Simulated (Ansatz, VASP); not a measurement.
## Two plane-wave programs on Ti

```
Ti
1.0
     0.00000    1.91707    1.91707
     1.91707    0.00000    1.91707
     1.91707    1.91707    0.00000
Ti
1
Direct
  0.00000 0.00000 0.00000
```

Alike in both runs: task single point; functional LDA; k mesh 22 × 22 × 22; occupations gaussian, width 0.15 eV; no spin polarisation.

```csv
,VASP,Ansatz
version,VASP 6.6.1,Ansatz 0.2.0
potentials or method,"VASP PAW LDA potentials, release 64 (Ti_sv), cutoff 520 eV","scalar-relativistic, plane waves, PAW"
valence electrons in the cell,12,12
```

```tsv
	VASP	Ansatz	Ansatz less VASP
gap on the k mesh at the Fermi level (eV)	none	none	-
pressure (GPa)	19.0	19.4	+0.40
```

Ansatz warns that its potentials were made for another functional, while VASP's fit it. LDA's correlation is that of Perdew and Zunger in VASP and of Perdew and Wang (1992) in Ansatz. A gap of «none» marks a metal or a gap that the smearing closes.
